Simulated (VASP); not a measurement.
# BN (P-6m2) in VASP: notebook, part 2 of 2

VASP 6.6.1. Earlier steps stand in the parts before.

## Step 3: Single point, PBEsol

File INCAR:

```
PREC = Accurate
ENCUT = 520
EDIFF = 1E-6
ISMEAR = 0
SIGMA = 0.05
LREAL = F
LASPH = T
NELM = 80
ALGO = Normal
ISIF = 2
LWAVE = F
LCHARG = T
GGA = PS
LELF = T
LVHAR = T
NBANDS = 16
```

File KPOINTS:

```
regular mesh
0
Gamma
  12 12 4
```

File POSCAR:

```
BN
1.0
    2.5099983704      0.0000000000      0.0000000000
   -1.2549991852      2.1737223522      0.0000000000
    0.0000000000      0.0000000000      6.6900000000
B N
2 2
Direct
    0.0000000000      0.0000000000      0.5000000000
    0.3333333333      0.6666666667      0.0000000000
    0.0000000000      0.0000000000      0.0000000000
    0.6666666667      0.3333333333      0.5000000000
```

Potentials or basis: VASP PAW PBE potentials, release 64 (B, N).

The run is started by

```console
cat potpaw_PBE.64/B/POTCAR potpaw_PBE.64/N/POTCAR > POTCAR
mpirun -np 1 vasp_std > vasp.out
```

OUTCAR:

```text
PREC = Accurate
   ENCUT = 520
   EDIFF = 1E-6
   ISMEAR = 0
   LREAL = F
   LASPH = T
   NELM = 80
   ISIF = 2
   GGA = PS

 ion  position               nearest neighbor table
   1  0.000  0.000  0.500-   4 1.45   4 1.45   4 1.45
   2  0.333  0.667  0.000-   3 1.45   3 1.45   3 1.45
   3  0.000  0.000  0.000-   2 1.45   2 1.45   2 1.45
   4  0.667  0.333  0.500-   1 1.45   1 1.45   1 1.45

  LATTYP: Found a hexagonal cell.
 ALAT       =     2.5099983704
 C/A-ratio  =     2.6653403759

  Lattice vectors:

 A1 = (   2.5099983704,   0.0000000000,   0.0000000000)
 A2 = (  -1.2549991852,   2.1737223522,   0.0000000000)
 A3 = (   0.0000000000,   0.0000000000,   6.6900000000)

Analysis of symmetry for initial positions (statically):
=====================================================================
 Subroutine PRICEL returns:
 Original cell was already a primitive cell.

 Routine SETGRP: Setting up the symmetry group for a
 hexagonal supercell.

 Subroutine GETGRP returns: Found 12 space group operations
 (whereof 12 operations were pure point group operations)
 out of a pool of 24 trial point group operations.

The static configuration has the point symmetry D_3h.

Analysis of symmetry for dynamics (positions and initial velocities):
=====================================================================
 Subroutine PRICEL returns:
 Original cell was already a primitive cell.

 Routine SETGRP: Setting up the symmetry group for a
 hexagonal supercell.

 Subroutine GETGRP returns: Found 12 space group operations
 (whereof 12 operations were pure point group operations)
 out of a pool of 24 trial point group operations.

The dynamic configuration has the point symmetry D_3h.

 Subroutine INISYM returns: Found 12 space group operations
 (whereof 12 operations are pure point group operations),
 and found     1 'primitive' translations

[... 113 lines left out ...]
   ISMEAR =     0;   SIGMA  =   0.05  broadening in eV -4-tet -1-fermi 0-gaus
   EFERMI_NEDOS =   21; number of points for ismear=-14 and -15
   IALGO  =     38    algorithm
   IMIX   =      4    mixing-type and parameters
     AMIX     =   0.40;   BMIX     =  1.00
     AMIX_MAG =   1.60;   BMIX_MAG =  1.00
  volume/ion in A,a.u.               =       9.13        61.58
  Fermi-wavevector in a.u.,A,eV,Ry     =   1.243599  2.350061 21.041925  1.546538
  Thomas-Fermi vector in A             =   2.377902
   LORBIT       =      0    0 simple, 1 ext, 2 COOP (PROOUT), +10 PAW based schemes
   GGA     = PS    functional components
   LHFCALC =     F    Hartree Fock is set to
   AEXX    =    0.0000 exact exchange contribution
   IVDW    =     0    specifies the selected vdW correction
   LEPSILON=     F    determine dielectric tensor
   LRPA    =     F    only Hartree local field effects (RPA)
 non-spin polarized calculation
 Gauss-broadening in eV      SIGMA  =   0.05
  energy-cutoff  :      520.00
  volume of cell :       36.50
 maximum number of plane-waves:      1000
 NGX is ok and might be reduce to    20
   NGX =  9   NGY =  9   NGZ = 25

 number of electron      15.9999998 magnetization

 Free energy of the ion-electron system (eV)
  ---------------------------------------------------
  ext. energy  EPLUGINS =         0.00000000
  ---------------------------------------------------
  free energy    TOTEN  =       -36.56775202 eV

  energy without entropy =      -36.56775202  energy(sigma->0) =      -36.56775202

 E-fermi :   2.4477     XC(G=0): -10.2461

 val. band max:        2.1496114920   @ k =   0.3333   0.3333   0.5000
 cond. band min:       6.4105880902   @ k =   0.5000   0.0000   0.0000
 fundamental gap:      4.2609765982
 Fermi energy:         2.4476547046

 k-point     1 :       0.0000    0.0000    0.0000
  band No.  band energies     occupation
      1     -15.6233      2.00000
      2     -15.3217      2.00000
      3      -4.1233      2.00000
      4      -2.0296      2.00000
      5       0.7440      2.00000
      6       0.7440      2.00000
[... 433 lines left out ...]
      3      -4.8074      2.00000
      4      -4.6841      2.00000
      5      -1.5006      2.00000
      6      -1.3930      2.00000
[... 8 lines left out ...]
     15      18.5415      0.00000
     16      20.2189      0.00000

 [... further k-points ...]
[... 5 lines left out ...]
  --------------------------------------------------------------------------------------
  -------------------------------------------------------------------------------------
  Total       -0.4411932     -0.4411932      0.1124291      0.0000000      0.0000000      0.0000000
  in kB      -19.3658165    -19.3658165      4.9349853      0.0000000      0.0000000      0.0000000
  external PRESSURE =     -11.2655492 kB  Pullay stress =       0.0000000 kB

 VOLUME and BASIS-vectors are now :
 -----------------------------------------------------------------------------
  energy-cutoff  :      520.00
  volume of cell :       36.50
      direct lattice vectors                 reciprocal lattice vectors
     2.509998370  0.000000000  0.000000000     0.398406633  0.230020177  0.000000000
    -1.254999185  2.173722352  0.000000000     0.000000000  0.460040354  0.000000000
     0.000000000  0.000000000  6.690000000     0.000000000  0.000000000  0.149476831

 POSITION                                       TOTAL-FORCE (eV/Angst)
 -----------------------------------------------------------------------------------
      0.00000      0.00000      3.34500        -0.000000     -0.000000      0.000000
     -0.00000      1.44915      0.00000         0.000000      0.000000      0.000000
      0.00000      0.00000      0.00000         0.000000     -0.000000      0.000000
      1.25500      0.72457      3.34500         0.000000     -0.000000      0.000000
 -----------------------------------------------------------------------------------
    total drift:                               -0.000001      0.000000      0.000000

  FREE ENERGIE OF THE ION-ELECTRON SYSTEM (eV)
  ---------------------------------------------------
  free  energy   TOTEN  =       -36.5677520216 eV

  energy  without entropy=      -36.5677520216  energy(sigma->0) =      -36.56775202
```

OSZICAR:

```text
N       E                     dE             d eps       ncg     rms          rms(c)
DAV:   1     0.409226856022E+02    0.40923E+02   -0.76222E+03  1824   0.918E+02
DAV:   2    -0.370130600056E+02   -0.77936E+02   -0.71332E+02  2544   0.213E+02
DAV:   3    -0.399389623415E+02   -0.29259E+01   -0.29149E+01  2320   0.399E+01
DAV:   4    -0.399564343936E+02   -0.17472E-01   -0.17469E-01  2304   0.343E+00
DAV:   5    -0.399565999185E+02   -0.16552E-03   -0.16552E-03  2312   0.321E-01    0.110E+01
DAV:   6    -0.369370302662E+02    0.30196E+01   -0.47777E+00  2360   0.167E+01    0.500E+00
DAV:   7    -0.366543235836E+02    0.28271E+00   -0.50327E-01  2456   0.523E+00    0.308E+00
DAV:   8    -0.365711493391E+02    0.83174E-01   -0.20980E-01  2312   0.306E+00    0.440E-01
DAV:   9    -0.365671651857E+02    0.39842E-02   -0.13548E-02  1984   0.919E-01    0.177E-01
DAV:  10    -0.365676837088E+02   -0.51852E-03   -0.92035E-04  2368   0.236E-01    0.297E-02
DAV:  11    -0.365677410032E+02   -0.57294E-04   -0.53555E-05  2280   0.593E-02    0.202E-02
DAV:  12    -0.365677519401E+02   -0.10937E-04   -0.17617E-05  2072   0.287E-02    0.340E-03
DAV:  13    -0.365677520216E+02   -0.81490E-07   -0.72913E-07  1936   0.641E-03
   1 F= -.36567752E+02 E0= -.36567752E+02  d E =-.409387E-19
```

stdout:

```text
POSCAR found type information on POSCAR B N
 POSCAR found :  2 types and       4 ions
 scaLAPACK will be used
 -----------------------------------------------------------------------------
|                                                                             |
|                                                                             |
|     You enforced a specific xc type in the INCAR file but a different       |
|     I HOPE YOU KNOW WHAT YOU ARE DOING!                                     |
|                                                                             |
 -----------------------------------------------------------------------------

 LDA part: xc-table for (Slater+PW92), standard interpolation
 POSCAR, INCAR and KPOINTS ok, starting setup
 FFT: planning ... GRIDC
 FFT: planning ... GRID_SOFT
 FFT: planning ... GRID
 WAVECAR not read
 entering main loop
```

It took 66 s on 1 thread of AMD EPYC 7R43 (Zen 3), shared host; peak memory 0.12 GiB.

What came out:

* Free energy: -36.5678 eV
* Pressure: -1.1 GPa
* Band gap on the k mesh: 4.26 eV, indirect (least direct gap 4.40 eV)

Levels at points of the mesh, in eV from the valence-band top:
```
           k point  band 4  band 5  band 6  band 7  band 8  band 9  band 10  band 11  band 12  band 13
(0.00, 0.00, 0.00)   -4.18   -1.41   -1.41   -1.30   -1.30    4.94     9.97    11.40    11.40    11.51
(0.50, 0.00, 0.00)   -8.83   -4.21   -4.09   -1.32   -0.72    4.26     5.39     9.47     9.56    12.49
(0.00, 0.00, 0.50)   -5.30   -1.40   -1.40   -1.30   -1.30    7.27     7.30    11.41    11.41    11.50
(0.50, 0.00, 0.50)   -8.87   -4.20   -4.10   -1.02   -0.92    4.53     4.59     9.69     9.77    13.25
```

Caveat: the PAW data sets were made with another functional, which shifts forces and pressure a little; this functional lacks dispersion, which binds the layers, so the pressure and a relaxed spacing across them are unreliable. A k mesh can miss the band edges.
